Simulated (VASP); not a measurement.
Wanted: the native input for a VASP 6.6.1 run.

| Property | Result |
| --- | --- |
| Task | single point |
| Functional | r2SCAN |
| Potentials or basis | VASP PAW PBE potentials, release 64 (Mg_sv, O) |
| Cutoff | 920 eV |
| k mesh | 10 × 10 × 10 |
| Occupations | gaussian, width 0.01 eV |
| Spin | no spin polarisation |
| Dipole correction | no |
| Further INCAR settings | ALGO = Normal; EDIFF = 1e-06; NBANDS = 15 |

Crystal: MgO.

```xyz
2
Lattice="0.0000 2.1022 2.1022 2.1022 0.0000 2.1022 2.1022 2.1022 0.0000" Properties=species:S:1:pos:R:3 pbc="T T T"
Mg    0.0000    0.0000    0.0000
O     2.1022    2.1022    2.1022
```

These files were run (other wordings do the same):

POSCAR

```
MgO
1.0
    0.0000000000      2.1021680189      2.1021680189
    2.1021680189      0.0000000000      2.1021680189
    2.1021680189      2.1021680189      0.0000000000
Mg O
1 1
Direct
    0.0000000000      0.0000000000      0.0000000000
    0.5000000000      0.5000000000      0.5000000000
```

INCAR.step1

```
  PREC = Accurate
  ENCUT = 920
  ISMEAR = 0
  SIGMA = 0.01
  LREAL = False
  LASPH = True
  NELM = 120
  NBANDS = 15
  GGA = PE
  ALGO = Normal
  EDIFF = 1E-5
  LWAVE = True
  LCHARG = False
  GGA_COMPAT = False
```

INCAR.step2

```
  PREC = Accurate
  ENCUT = 920
  EDIFF = 1E-6
  ISMEAR = 0
  SIGMA = 0.01
  LREAL = False
  LASPH = True
  NELM = 120
  ALGO = Normal
  ISIF = 2
  LWAVE = False
  LCHARG = False
  METAGGA = R2SCAN
  LMIXTAU = True
  NBANDS = 15
  ISTART = 1
  GGA_COMPAT = False
```

KPOINTS

```
regular mesh
0
Gamma
  10 10 10
```

Potentials or basis: VASP PAW PBE potentials, release 64 (Mg_sv, O).

Command:

```sh
$ cat potpaw_PBE.64/Mg_sv/POTCAR potpaw_PBE.64/O/POTCAR > POTCAR
$ cp INCAR.step1 INCAR
$ mpirun -np 1 vasp_std > vasp.out
$ cp INCAR.step2 INCAR
$ mpirun -np 1 vasp_std > vasp.out
```

It gave:

The pressure is 0.5 GPa. The band gap on the k mesh is 5.70 eV.

Caveat: the PAW data sets were made with another functional, which shifts forces and pressure a little.

It took 4.8 min on 1 thread of AMD EPYC 7R43 64-Core Processor (Zen 3) (shared host), peak memory 0.15 GiB.
